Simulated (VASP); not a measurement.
The system is SnO.

```
Sn O
1.0
     3.88849    0.00000    0.00000
     0.00000    3.88849    0.00000
     0.00000    0.00000    4.98276
Sn O
2 2
Cartesian
  1.9442 0.0000 3.8099
  0.0000 1.9442 1.1728
  0.0000 0.0000 0.0000
  1.9442 1.9442 0.0000
```

Base run:

```yaml
Program: VASP 6.6.1
Functional: b88 exchange, pbe correlation
Potentials_or_basis: VASP PAW PBE potentials, release 64 (Sn_d, O)
Cutoff: 600 eV
k_mesh: 7 × 7 × 6
Occupations: fermi-dirac, width 0.05 eV
Spin: no spin polarisation
```

Its results: band gap on the k mesh 0.60 eV (least direct gap 1.98 eV); pressure -1.7 GPa; largest force 0.349 eV/Å.

Task: After a change of settings the same cell gave: band gap on the k mesh 0.62 eV (least direct gap 1.95 eV); pressure -7.5 GPa; largest force 0.861 eV/Å. Which change was it?
A. functional from b88 exchange, pbe correlation to revPBE; dispersion from none to D4
B. functional from b88 exchange, pbe correlation to revPBE; cutoff from 600 eV to 520 eV
C. functional from b88 exchange, pbe correlation to LDA; potentials or basis from VASP PAW PBE potentials, release 64 (Sn_d, O) to VASP PAW LDA potentials, release 64 (Sn_d, O); cutoff from 600 eV to 520 eV
D. functional from b88 exchange, pbe correlation to r2SCAN; cutoff from 600 eV to 520 eV; dispersion from none to D3(BJ)

Result: C.

Caveats: spin-orbit coupling is left out, which moves the levels of the heavy elements; an odd mesh through Γ misses points on the zone boundary, where band edges can lie; the PAW data sets were made with another functional, which shifts forces and pressure a little (at least some runs); the cell stands under tension (at least some runs).
